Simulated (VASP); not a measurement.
# Eu (Im-3m) in VASP: notebook

The runs below take Eu through single point, with r2SCAN.

Everything below comes from runs of VASP 6.6.1. Logs are shortened: lines on timing, memory, paths and dates and some standing lists are left out, and cuts for length are marked.

### 1 The cell of the first run

The structure is cubic, space group Im-3m (No. 229). The conventional cell has a = 4.455 Å, b = 4.455 Å, c = 4.455 Å, α = 90.00°, β = 90.00°, γ = 90.00°. Eu (site symmetry m-3m) has 14 Eu at 3.86 to 4.45 Å within 5.1 Å.

### 2 Single point, r2SCAN, collinear spin, ferromagnetic start

The input, POSCAR:

```
Eu
1.0
   -2.2274745855      2.2274745855      2.2274745855
    2.2274745855     -2.2274745855      2.2274745855
    2.2274745855      2.2274745855     -2.2274745855
Eu
1
Direct
    0.0000000000      0.0000000000      0.0000000000
```

The input, INCAR.step1:

```
SYSTEM = Eu
  ALGO = Normal
  EDIFF = 1E-4
  ENCUT = 520
  GGA = PE
  ISMEAR = -1
  ISPIN = 2
  LASPH = .TRUE.
  LCHARG = .FALSE.
  LMAXMIX = 6
  LREAL = .FALSE.
  LWAVE = .TRUE.
  MAGMOM = 7.31
  NBANDS = 18
  NELM = 150
  PREC = Accurate
  SIGMA = 0.05
```

The input, INCAR.step2:

```
SYSTEM = Eu
  ALGO = Normal
  EDIFF = 1E-6
  ENCUT = 520
  ISIF = 2
  ISMEAR = -1
  ISPIN = 2
  ISTART = 1
  LASPH = .TRUE.
  LCHARG = .FALSE.
  LMAXMIX = 6
  LMIXTAU = .TRUE.
  LORBIT = 11
  LREAL = .FALSE.
  LWAVE = .FALSE.
  MAGMOM = 7.31
  METAGGA = R2SCAN
  NBANDS = 18
  NELM = 150
  PREC = Accurate
  SIGMA = 0.05
```

The input, KPOINTS:

```
k-points
0
G
  8 8 8
  0 0 0
```

Potentials or basis: VASP PAW PBE potentials, release 64 (Eu).

Started as:

```console
cat potpaw_PBE.64/Eu/POTCAR > POTCAR
cp INCAR.step1 INCAR
mpirun -np 1 vasp_std > vasp.out
cp INCAR.step2 INCAR
mpirun -np 1 vasp_std > vasp.out
```

OUTCAR:

```text
SYSTEM = Eu
   EDIFF = 1E-6
   ENCUT = 520
   ISIF = 2
   ISMEAR = -1
   ISPIN = 2
   ISTART = 1
   LASPH = .TRUE.
   LORBIT = 11
   LREAL = .FALSE.
   METAGGA = R2SCAN
   NELM = 150
   PREC = Accurate

 ion  position               nearest neighbor table
   1  0.000  0.000  0.000-

  LATTYP: Found a body centered cubic cell.
 ALAT       =     4.4549491710

  Lattice vectors:

 A1 = (  -2.2274745855,   2.2274745855,   2.2274745855)
 A2 = (   2.2274745855,  -2.2274745855,   2.2274745855)
 A3 = (   2.2274745855,   2.2274745855,  -2.2274745855)

Analysis of symmetry for initial positions (statically):
=====================================================================
 Subroutine PRICEL returns:
 Original cell was already a primitive cell.

 Routine SETGRP: Setting up the symmetry group for a
 body centered cubic supercell.

 Subroutine GETGRP returns: Found 48 space group operations
 (whereof 48 operations were pure point group operations)
 out of a pool of 48 trial point group operations.

The static configuration has the point symmetry O_h .

Analysis of symmetry for dynamics (positions and initial velocities):
=====================================================================
 Subroutine PRICEL returns:
 Original cell was already a primitive cell.

 Routine SETGRP: Setting up the symmetry group for a
 body centered cubic supercell.

 Subroutine GETGRP returns: Found 48 space group operations
 (whereof 48 operations were pure point group operations)
 out of a pool of 48 trial point group operations.

The dynamic configuration has the point symmetry O_h .

Analysis of structural, dynamic, and magnetic symmetry:
=====================================================================
 Subroutine PRICEL returns:
 Original cell was already a primitive cell.

 Routine SETGRP: Setting up the symmetry group for a
 body centered cubic supercell.

 Subroutine GETGRP returns: Found 48 space group operations
 (whereof 48 operations were pure point group operations)
 out of a pool of 48 trial point group operations.

The overall configuration has the point symmetry O_h .

 Subroutine INISYM returns: Found 48 space group operations
 (whereof 48 operations are pure point group operations),
 and found     1 'primitive' translations

----------------------------------------------------------------------------------------

                                     Primitive cell

  volume of cell :      44.2077

  direct lattice vectors                    reciprocal lattice vectors
    -2.227474585  2.227474585  2.227474585     0.000000000  0.224469452  0.224469452
     2.227474585 -2.227474585  2.227474585     0.224469452  0.000000000  0.224469452
     2.227474585  2.227474585 -2.227474585     0.224469452  0.224469452  0.000000000

  length of vectors
     3.858099155  3.858099155  3.858099155     0.317447744  0.317447744  0.317447744

  position of ions in fractional coordinates (direct lattice)
     0.000000000  0.000000000  0.000000000

  ion indices of the primitive-cell ions
   primitive index   ion index
                 1           1

----------------------------------------------------------------------------------------

 KPOINTS: k-points

Automatic generation of k-mesh.
 Grid dimensions read from file:
 generate k-points for:    8    8    8

 Generating k-lattice:

  Cartesian coordinates                     Fractional coordinates (reciprocal lattice)
     0.000000000  0.028058682  0.028058682     0.125000000  0.000000000  0.000000000
     0.028058682  0.000000000  0.028058682     0.000000000  0.125000000  0.000000000
     0.028058682  0.028058682  0.000000000     0.000000000  0.000000000  0.125000000

  Length of vectors
     0.039680968  0.039680968  0.039680968

  Shift w.r.t. Gamma in fractional coordinates (k-lattice)
     0.000000000  0.000000000  0.000000000

 Subroutine IBZKPT returns following result:
 ===========================================

 Found     29 irreducible k-points:

 Following reciprocal coordinates:
            Coordinates               Weight
  0.000000  0.000000  0.000000      1.000000
  0.125000  0.000000  0.000000     12.000000
  0.250000  0.000000  0.000000     12.000000
  0.375000  0.000000  0.000000     12.000000
  0.500000  0.000000  0.000000      6.000000
  0.125000  0.125000  0.000000     24.000000
[... 16 lines left out ...]
 -0.250000  0.250000  0.250000      6.000000
 -0.375000  0.375000  0.250000     24.000000
 [... further k-points ...]
   k-points           NKPTS =     29   k-points in BZ     NKDIM =     29   number of bands    NBANDS=     18
   number of dos      NEDOS =    301   number of ions     NIONS =      1
   total plane-waves  NPLWV =  27000
   dimension x,y,z NGX =    30 NGY =   30 NGZ =   30
   dimension x,y,z NGXF=    60 NGYF=   60 NGZF=   60
   ions per type =               1
   NGX,Y,Z   is equivalent  to a cutoff of  12.93, 12.93, 12.93 a.u.
   NGXF,Y,Z  is equivalent  to a cutoff of  25.85, 25.85, 25.85 a.u.
 SYSTEM =  Eu
   PREC   = accura    normal or accurate (medium, high low for compatibility)
   ISTART =      1    job   : 0-new  1-cont  2-samecut
   ICHARG =      0    charge: 1-file 2-atom 10-const
   ISPIN  =      2    spin polarized calculation?
   LNONCOLLINEAR =      F non collinear calculations
   LSORBIT =      F    spin-orbit coupling
   LASPH  =      T    aspherical Exc in radial PAW
   ENCUT  =  520.0 eV  38.22 Ry    6.18 a.u.   7.17  7.17  7.17*2*pi/ulx,y,z
   NELM   =    150;   NELMIN=  2; NELMDL=  0     # of ELM steps
   EDIFF  = 0.1E-05   stopping-criterion for ELM
   LREAL  =      F    real-space projection
   EDIFFG = 0.1E-04   stopping-criterion for IOM
   NSW    =      0    number of steps for IOM
   IBRION =     -1    ionic relax: 0-MD 1-quasi-New 2-CG
   NFREE  =      0    steps in history (QN), initial steepest desc. (CG)
   ISIF   =      2    stress and relaxation
   ISYM   =      2    0-nonsym 1-usesym 2-fastsym
   POTIM  = 0.5000    time-step for ionic-motion
   TEBEG  =    0.0;   TEEND  =   0.0 temperature during run
   PSTRESS=    0.0 pullay stress
   NELECT =      17.0000    total number of electrons
   NUPDOWN=      -1.0000    fix difference up-down
   EMIN   =  10.00;   EMAX   =-10.00  energy-range for DOS
   EFERMI =   0.00;   METHOD = LEGACY
   ISMEAR =    -1;   SIGMA  =   0.05  broadening in eV -4-tet -1-fermi 0-gaus
   EFERMI_NEDOS =   21; number of points for ismear=-14 and -15
   IALGO  =     38    algorithm
   IMIX   =      4    mixing-type and parameters
     AMIX     =   0.40;   BMIX     =  1.00
     AMIX_MAG =   1.60;   BMIX_MAG =  1.00
  volume/ion in A,a.u.               =      44.21       298.33
  Fermi-wavevector in a.u.,A,eV,Ry     =   1.190488  2.249696 19.283018  1.417262
  Thomas-Fermi vector in A             =   2.326572
   LORBIT       =     11    0 simple, 1 ext, 2 COOP (PROOUT), +10 PAW based schemes
   METAGGA = R2SCAN    functional components
   LHFCALC =     F    Hartree Fock is set to
   AEXX    =    0.0000 exact exchange contribution
   IVDW    =     0    specifies the selected vdW correction
   LEPSILON=     F    determine dielectric tensor
   LRPA    =     F    only Hartree local field effects (RPA)
 spin polarized calculation
  energy-cutoff  :      520.00
  volume of cell :       44.21
 maximum number of plane-waves:      1208
 NGX is ok and might be reduce to    30
   NGX = 15   NGY = 15   NGZ = 15

 number of electron      16.9999996 magnetization       7.7944691

 Free energy of the ion-electron system (eV)
  ---------------------------------------------------
  ext. energy  EPLUGINS =         0.00000000
  ---------------------------------------------------
  free energy    TOTEN  =       -39.66730628 eV

  energy without entropy =      -39.65296558  energy(sigma->0) =      -39.66013593

 E-fermi :   1.9539     XC(G=0):  -9.0618

 val. band max:        1.9198783516   @ k =  -0.3750   0.3750   0.2500
 cond. band min:       1.9694427145   @ k =   0.2500   0.2500   0.0000
 fundamental gap:      0.0495643629
 Fermi energy:         1.9538772398

 spin component 1

 k-point     1 :       0.0000    0.0000    0.0000
  band No.  band energies     occupation
      1     -41.2321      1.00000
      2     -19.2189      1.00000
      3     -19.2189      1.00000
      4     -19.2189      1.00000
      5      -2.9203      1.00000
      6       1.3265      1.00000
[... 10 lines left out ...]
     17       5.4379      0.00000
     18      11.3612      0.00000

 k-point     2 :       0.1250    0.0000    0.0000
  band No.  band energies     occupation
      1     -41.2277      1.00000
      2     -19.2787      1.00000
      3     -19.2372      1.00000
      4     -19.2194      1.00000
      5      -2.5654      1.00000
      6       1.3223      1.00000
[... 10 lines left out ...]
     17       5.4572      0.00000
     18      11.6460      0.00000

 k-point     3 :       0.2500    0.0000    0.0000
  band No.  band energies     occupation
      1     -41.2172      1.00000
      2     -19.4190      1.00000
      3     -19.2809      1.00000
      4     -19.2204      1.00000
      5      -1.6170      1.00000
      6       1.3102      1.00000
[... 10 lines left out ...]
     17       5.5889      0.00000
     18      11.2278      0.00000

 k-point     4 :       0.3750    0.0000    0.0000
  band No.  band energies     occupation
      1     -41.2067      1.00000
      2     -19.5541      1.00000
      3     -19.3241      1.00000
      4     -19.2216      1.00000
      5      -0.4969      1.00000
      6       1.2864      1.00000
[... 375 lines left out ...]
      4     -19.4124      1.00000
      5       1.2948      1.00000
      6       1.3104      1.00000
[... 10 lines left out ...]
     17       6.2289      0.00000
     18       9.7578      0.00000

 k-point    23 :      -0.2500    0.2500    0.2500
  band No.  band energies     occupation
      1     -41.2043      1.00000
      2     -19.4269      1.00000
      3     -19.3484      1.00000
      4     -19.3483      1.00000
      5      -0.5325      1.00000
      6       1.2101      1.00000
[... 10 lines left out ...]
     17       5.9530      0.00000
     18      10.4853      0.00000

 k-point    24 :      -0.3750    0.3750    0.2500
  band No.  band energies     occupation
      1     -41.1952      1.00000
      2     -19.5068      1.00000
      3     -19.3952      1.00000
      4     -19.3602      1.00000
      5       0.3554      1.00000
      6       1.1022      1.00000
[... 10 lines left out ...]
     17       6.4688      0.00000
     18      10.1176      0.00000

 [... further k-points ...]

 spin component 2

 k-point     1 :       0.0000    0.0000    0.0000
  band No.  band energies     occupation
      1     -37.4575      1.00000
      2     -16.4831      1.00000
      3     -16.4831      1.00000
      4     -16.4831      1.00000
      5      -1.1897      1.00000
      6       5.1712      0.00000
[... 10 lines left out ...]
     17       8.0777      0.00000
     18      13.1340      0.00000

 k-point     2 :       0.1250    0.0000    0.0000
  band No.  band energies     occupation
      1     -37.4516      1.00000
      2     -16.5584      1.00000
      3     -16.5067      1.00000
      4     -16.4832      1.00000
      5      -0.8280      1.00000
      6       4.8521      0.00000
[... 10 lines left out ...]
     17       8.0941      0.00000
     18      13.3877      0.00000

 k-point     3 :       0.2500    0.0000    0.0000
  band No.  band energies     occupation
      1     -37.4375      1.00000
      2     -16.7343      1.00000
      3     -16.5628      1.00000
      4     -16.4835      1.00000
      5       0.1142      1.00000
      6       4.1612      0.00000
[... 10 lines left out ...]
     17       8.1922      0.00000
     18      13.0481      0.00000

 k-point     4 :       0.3750    0.0000    0.0000
  band No.  band energies     occupation
      1     -37.4233      1.00000
      2     -16.9025      1.00000
      3     -16.6183      1.00000
      4     -16.4840      1.00000
      5       1.1229      1.00000
      6       3.7530      0.00000
[... 375 lines left out ...]
      4     -16.7250      1.00000
      5       3.2357      0.00000
      6       3.2357      0.00000
[... 10 lines left out ...]
     17       8.7972      0.00000
     18      11.6533      0.00000

 k-point    23 :      -0.2500    0.2500    0.2500
  band No.  band energies     occupation
      1     -37.4200      1.00000
      2     -16.7429      1.00000
      3     -16.6495      1.00000
      4     -16.6495      1.00000
      5       1.2192      1.00000
      6       3.7413      0.00000
[... 10 lines left out ...]
     17       8.2119      0.00000
     18      12.3812      0.00000

 k-point    24 :      -0.3750    0.3750    0.2500
  band No.  band energies     occupation
      1     -37.4075      1.00000
      2     -16.8459      1.00000
      3     -16.7093      1.00000
      4     -16.6634      1.00000
      5       2.0621      0.10295
      6       3.0544      0.00000
[... 10 lines left out ...]
     17       8.5117      0.00000
     18      11.9570      0.00000

 [... further k-points ...]
[... 5 lines left out ...]
  --------------------------------------------------------------------------------------
  -------------------------------------------------------------------------------------
  Total       -0.1192036     -0.1192036     -0.1192036     -0.0000000      0.0000000     -0.0000000
  in kB       -4.3201767     -4.3201767     -4.3201767     -0.0000000      0.0000000     -0.0000000
  external PRESSURE =      -4.3201767 kB  Pullay stress =       0.0000000 kB

 VOLUME and BASIS-vectors are now :
 -----------------------------------------------------------------------------
  energy-cutoff  :      520.00
  volume of cell :       44.21
      direct lattice vectors                 reciprocal lattice vectors
    -2.227474585  2.227474585  2.227474585     0.000000000  0.224469452  0.224469452
     2.227474585 -2.227474585  2.227474585     0.224469452  0.000000000  0.224469452
     2.227474585  2.227474585 -2.227474585     0.224469452  0.224469452  0.000000000

 POSITION                                       TOTAL-FORCE (eV/Angst)
 -----------------------------------------------------------------------------------
      0.00000      0.00000      0.00000         0.000000     -0.000000      0.000000
 -----------------------------------------------------------------------------------
    total drift:                               -0.000000     -0.000000      0.000000

  FREE ENERGIE OF THE ION-ELECTRON SYSTEM (eV)
  ---------------------------------------------------
  free  energy   TOTEN  =       -39.6673062833 eV

  energy  without entropy=      -39.6529655812  energy(sigma->0) =      -39.66013593

 total charge

# of ion       s       p       d       f       tot
--------------------------------------------------
    1        2.080   5.764   0.268   6.680  14.792

 magnetization (x)

# of ion       s       p       d       f       tot
--------------------------------------------------
    1       -0.010  -0.147   0.193   6.679   6.714
```

Wall time 8.6 min (1 thread of Intel Xeon 8259CL, shared host); peak memory 0.23 GiB.

What came out:

```
Free energy                                           : -39.6673 eV
Pressure                                              : -0.4 GPa
Net moment                                            : 7.79 μB per cell
Site moments                                          : Eu +6.71 μB
Valence electrons inside the program's atomic spheres : Eu 14.79
```

Caveat: the PAW data sets were made with another functional, which shifts forces and pressure a little; spin-orbit coupling is left out, which moves the levels of the heavy elements; semilocal functionals describe open f shells poorly, which spoils levels, moments and volumes. The state reached can hang on the start; a lower one may exist.

### 3 Single point, r2SCAN, collinear spin, ferromagnetic start

POSCAR is that of step 2.

The input, INCAR.step1:

```
SYSTEM = Eu
PREC = Accurate
ENCUT = 520
ISMEAR = -1
SIGMA = 0.05
LREAL = .FALSE.
LASPH = .TRUE.
NELM = 150
ISPIN = 2
MAGMOM = 7.31
LMAXMIX = 6
NBANDS = 18
GGA = PE
ALGO = Normal
EDIFF = 1E-4
LWAVE = .TRUE.
LCHARG = .FALSE.
```

The input, INCAR.step2:

```
SYSTEM = Eu
PREC = Accurate
ENCUT = 520
EDIFF = 1E-6
ISMEAR = -1
SIGMA = 0.05
LREAL = .FALSE.
LASPH = .TRUE.
NELM = 150
ALGO = Normal
ISIF = 2
LWAVE = .FALSE.
LCHARG = .TRUE.
ISPIN = 2
MAGMOM = 7.31
LORBIT = 11
LMAXMIX = 6
METAGGA = R2SCAN
LMIXTAU = .TRUE.
LELF = .TRUE.
LVHAR = .TRUE.
NBANDS = 18
ISTART = 1
```

The input, KPOINTS:

```
regular mesh
0
G
  10 10 10
  0 0 0
```

Potentials or basis: VASP PAW PBE potentials, release 64 (Eu).

Started as:

```console
cat potpaw_PBE.64/Eu/POTCAR > POTCAR
cp INCAR.step1 INCAR
mpirun -np 1 vasp_std > vasp.out
cp INCAR.step2 INCAR
mpirun -np 1 vasp_std > vasp.out
```

Run time: 15 min. Hardware: 1 thread of Intel Xeon 8259CL, shared host; peak memory 0.24 GiB.

It converged, with:

```
Free energy                                           : -39.6666 eV
Pressure                                              : -0.4 GPa
Net moment                                            : 7.70 μB per cell
Site moments                                          : Eu +6.69 μB
Valence electrons inside the program's atomic spheres : Eu 14.79
```

Levels at points of the mesh, in eV from the Fermi level:
Spin up:
```
           k point  band 9  band 10  band 11  band 12  band 13  band 14  band 15  band 16
(0.00, 0.00, 0.00)   -0.53    -0.53    -0.53    -0.50     1.99     1.99     1.99     3.51
(0.50, 0.00, 0.00)   -0.52    -0.52    -0.50    -0.48     0.34     0.52     3.49     4.18
(0.50, 0.50, 0.50)   -0.64    -0.64    -0.43    -0.43    -0.43     4.85     4.85     4.85
```
Spin down:
```csv
k point,band 3,band 4,band 5,band 6,band 7,band 8
"(0.00, 0.00, 0.00)",-18.45,-18.45,-3.24,3.22,3.22,3.22
"(0.50, 0.00, 0.00)",-18.60,-18.45,-0.53,1.70,1.83,5.01
"(0.50, 0.50, 0.50)",-18.79,-18.79,0.10,0.10,5.01,5.01
```

Caveat: the PAW data sets were made with another functional, which shifts forces and pressure a little; spin-orbit coupling is left out, which moves the levels of the heavy elements; semilocal functionals describe open f shells poorly, which spoils levels, moments and volumes. The state reached can hang on the start; a lower one may exist.

### 4 Single point, r2SCAN, collinear spin, ferromagnetic start

POSCAR is that of step 3.

The input, INCAR.step1:

```
PREC = Accurate ; ENCUT = 520
ISMEAR = -1 ; SIGMA = 0.05
LREAL = False ; LASPH = True
NELM = 150 ; ISPIN = 2
MAGMOM = 7.31 ; LMAXMIX = 6
NBANDS = 18 ; GGA = PE
ALGO = Normal ; EDIFF = 1E-4
LWAVE = True ; LCHARG = False
```

The input, INCAR.step2:

```
PREC = Accurate ; ENCUT = 520
EDIFF = 1E-7 ; ISMEAR = -1
SIGMA = 0.05 ; LREAL = False
LASPH = True ; NELM = 150
ALGO = Normal ; ISIF = 2
LWAVE = False ; LCHARG = False
ISPIN = 2 ; MAGMOM = 7.31
LORBIT = 11 ; LMAXMIX = 6
METAGGA = R2SCAN ; LMIXTAU = True
NBANDS = 18 ; ISTART = 1
```

The input, KPOINTS:

```
regular mesh
0
Gamma
  10 10 10
```

Started as:

```console
cat potpaw_PBE.64/Eu/POTCAR > POTCAR
cp INCAR.step1 INCAR
mpirun -np 1 vasp_std > vasp.out
cp INCAR.step2 INCAR
mpirun -np 1 vasp_std > vasp.out
```

It took 15 min on 1 thread of Intel Xeon 8259CL, shared host; peak memory 0.24 GiB.

Results (log left out):

- Free energy: -39.6666 eV
- Pressure: -0.4 GPa
- Net moment: 7.70 μB per cell
- Site moments: Eu +6.69 μB
- Valence electrons inside the program's atomic spheres: Eu 14.79

Levels at points of the mesh, in eV from the Fermi level:
Spin up:
| k point | band 10 | band 11 | band 12 | band 13 | band 14 | band 15 |
| --- | --- | --- | --- | --- | --- | --- |
| (0.00, 0.00, 0.00) | -0.53 | -0.53 | -0.50 | 1.99 | 1.99 | 1.99 |
| (0.50, 0.00, 0.00) | -0.52 | -0.50 | -0.48 | 0.34 | 0.52 | 3.49 |
| (0.50, 0.50, 0.50) | -0.64 | -0.43 | -0.43 | -0.43 | 4.85 | 4.85 |
Spin down:
| k point | band 3 | band 4 | band 5 | band 6 | band 7 | band 8 |
| --- | --- | --- | --- | --- | --- | --- |
| (0.00, 0.00, 0.00) | -18.45 | -18.45 | -3.24 | 3.22 | 3.22 | 3.22 |
| (0.50, 0.00, 0.00) | -18.60 | -18.45 | -0.53 | 1.70 | 1.83 | 5.01 |
| (0.50, 0.50, 0.50) | -18.79 | -18.79 | 0.10 | 0.10 | 5.01 | 5.01 |

Caveat: the PAW data sets were made with another functional, which shifts forces and pressure a little; spin-orbit coupling is left out, which moves the levels of the heavy elements; semilocal functionals describe open f shells poorly, which spoils levels, moments and volumes.
